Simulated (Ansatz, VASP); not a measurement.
# Cd in VASP and in Ansatz

```
Cd
1.0
    -1.56873    1.56873    1.56873
     1.56873   -1.56873    1.56873
     1.56873    1.56873   -1.56873
Cd
1
Direct
  0.00000 0.00000 0.00000
```

Change from the starting cell: volume scaled by 0.76, LAPW.

Alike in both runs: task single point; functional LDA; k mesh 15 × 15 × 15; occupations fermi-dirac, width 0.1 eV; no spin polarisation.

|  | VASP | Ansatz |
| --- | --- | --- |
| version | VASP 6.6.1 | Ansatz 0.2.0 |
| potentials or method | VASP PAW LDA potentials, release 64 (Cd), cutoff 520 eV | all-electron LAPW, scalar-relativistic |

VASP gave:

| Property | Result |
| --- | --- |
| pressure (GPa) | 40.2 |

Q: Which values does Ansatz return?

A: Pressure (GPa): 38.0.

LDA's correlation is that of Perdew and Zunger in VASP and of Perdew and Wang (1992) in Ansatz. Both programs put the cell under a high pressure, so it lies far from rest at this level. Ansatz ran all-electron here, and VASP with PAW potentials.
